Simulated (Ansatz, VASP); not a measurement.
# ScAl3 in VASP and in Ansatz

```xyz
4
Lattice="3.9829 0.0000 0.0000 0.0000 3.9829 0.0000 0.0000 0.0000 3.9829" Properties=species:S:1:pos:R:3 pbc="T T T"
Sc    0.0000    0.0000    0.0000
Al    1.9915    0.0000    1.9915
Al    0.0000    1.9915    1.9915
Al    1.9915    1.9915    0.0000
```

Alike in both runs: task single point; functional PBEsol; dispersion D3(BJ); k mesh 6 × 6 × 6; no spin polarisation.

|  | VASP | Ansatz |
| --- | --- | --- |
| version | VASP 6.6.1 | Ansatz 0.2.0 |
| potentials or method | VASP PAW PBE potentials, release 64 (Sc_sv, Al), cutoff 520 eV | plane waves, PAW |
| occupations | fermi-dirac, width 0.1 eV | fermi-dirac |
| valence electrons in the cell | 20 | 20 |

|  | VASP | Ansatz | Ansatz less VASP |
| --- | --- | --- | --- |
| pressure (GPa) | 3.0 | 2.8 | -0.17 |

VASP's potentials were made for PBE, not for PBEsol.
